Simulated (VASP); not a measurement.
Input of a VASP 6.6.1 run:

File POSCAR:

```
Pd
1.0
    0.0000000000      2.8673669678      2.8673669678
    2.8673669678      0.0000000000      2.8673669678
    2.8673669678      2.8673669678      0.0000000000
Pd
2
Direct
    0.1250000000      0.1250000000      0.1250000000
    0.8750000000      0.8750000000      0.8750000000
```

INCAR.step1

```
PREC = Accurate
ENCUT = 520
ISMEAR = -1
SIGMA = 0.1
LREAL = F
LASPH = T
NELM = 150
ISPIN = 2
MAGMOM = -0.52 -0.52
LMAXMIX = 4
NBANDS = 21
GGA = PE
ALGO = Normal
EDIFF = 1E-4
LWAVE = T
LCHARG = F
```

INCAR.step2

```
PREC = Accurate
ENCUT = 520
EDIFF = 1E-7
ISMEAR = -1
SIGMA = 0.1
LREAL = F
LASPH = T
NELM = 150
ALGO = Normal
ISIF = 2
LWAVE = F
LCHARG = T
ISPIN = 2
MAGMOM = -0.52 -0.52
LORBIT = 11
LMAXMIX = 4
METAGGA = R2SCAN
LMIXTAU = T
LELF = T
LVHAR = T
NBANDS = 21
ISTART = 1
```

KPOINTS

```
Automatic mesh
0
Gamma
  5 5 5
```

Potentials or basis: VASP PAW PBE potentials, release 64 (Pd).

Command:

```bash
$ cat potpaw_PBE.64/Pd/POTCAR > POTCAR
$ cp INCAR.step1 INCAR
$ mpirun -np 1 vasp_std > vasp.out
$ cp INCAR.step2 INCAR
$ mpirun -np 1 vasp_std > vasp.out
```

(1) Predict the site moments.

(2) Predict the pressure.

(3) Estimate the net moment.

Answers

(1) Pd -0.45 μB.

(2) 0.6 GPa.

(3) -0.90 μB per cell.

Caveat: the k points lie up to 0.38 Å⁻¹ apart; the PAW data sets were made with another functional, which shifts forces and pressure a little.
